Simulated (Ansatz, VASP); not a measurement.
## Ge: VASP beside Ansatz

```
Ge
1.0
    -2.48255    2.48255    1.35980
     2.48255   -2.48255    1.35980
     2.48255    2.48255   -1.35980
Ge
2
Direct
  0.25000 0.75000 0.50000
  0.50000 0.50000 0.00000
```

Alike in both runs: task single point; functional PBE; k mesh 18 × 18 × 18; occupations fermi-dirac, width 0.1 eV; no spin polarisation.

|  | VASP | Ansatz |
| --- | --- | --- |
| version | VASP 6.6.1 | Ansatz 0.2.0 |
| potentials or method | VASP PAW PBE potentials, release 64 (Ge_d), cutoff 520 eV | scalar-relativistic, plane waves, PAW |
| valence electrons in the cell | 28 | 28 |

```csv
,VASP,Ansatz,Ansatz less VASP
gap on the k mesh at the Fermi level (eV),none,none,-
pressure (GPa),13.3,13.3,-0.02
```

A gap of «none» marks a metal or a gap that the smearing closes. The functional is the same, so the differences come from potentials, cutoffs and numerics.
